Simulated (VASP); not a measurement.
Wanted: the native input for a VASP 6.6.1 run.

- Task: relaxation of cell and atoms
- Functional: PBE
- Potentials or basis: VASP PAW PBE potentials, release 64 (Cs_sv, Rh_pv)
- Cutoff: 600 eV
- k mesh: 10 × 10 × 10
- Occupations: gaussian, width 0.1 eV
- Spin: no spin polarisation
- Dipole correction: no
- Further INCAR settings: ALGO = Normal; EDIFF = 1e-06; IBRION = 2; EDIFFG = -0.01; NSW = 100; ISIF = 3

The structure of CsRh4 lies in POSCAR:

```
CsRh4
1.0
   -2.9383416000      2.9383416000      2.9383416000
    2.9383416000     -2.9383416000      2.9383416000
    2.9383416000      2.9383416000     -2.9383416000
Cs Rh
1 4
Direct
    0.0000000000      0.0000000000      0.0000000000
    0.5000000000      0.5000000000      0.5000000000
    0.5000000000      0.0000000000      0.0000000000
    0.0000000000      0.0000000000      0.5000000000
    0.0000000000      0.5000000000      0.0000000000
```

These files were run (other wordings do the same):

INCAR

```
  PREC = Accurate
  ENCUT = 600
  EDIFF = 1E-6
  ISMEAR = 0
  SIGMA = 0.1
  LREAL = False
  LASPH = True
  NELM = 100
  ALGO = Normal
  ISIF = 3
  LWAVE = False
  LCHARG = False
  GGA = PE
  IBRION = 2
  NSW = 100
  EDIFFG = -0.01
```

KPOINTS

```
Automatic mesh
0
Gamma
  10 10 10
```

Potentials or basis: VASP PAW PBE potentials, release 64 (Cs_sv, Rh_pv).

Run with:

```bash
$ cat potpaw_PBE.64/Cs_sv/POTCAR potpaw_PBE.64/Rh_pv/POTCAR > POTCAR
$ mpirun -np 1 vasp_std > vasp.out
```

It gave:

```
Relaxed volume                         : 20.88 Å³/atom
Relaxed cell                           : a = 5.137 Å, b = 5.137 Å, c = 5.137 Å, α = 109.47°, β = 109.47°, γ = 109.47°
Space group after relaxing (to 0.05 Å) : Im-3m (No. 229)
Energy gained by relaxing              : 4.8 meV/atom
Ionic steps                            : 3
Pressure after relaxing                : 0.0 GPa
```

Wall time 5.3 min on 1 thread of Intel(R) Xeon(R) 6975P-C (Granite Rapids) (shared host), peak memory 0.38 GiB.
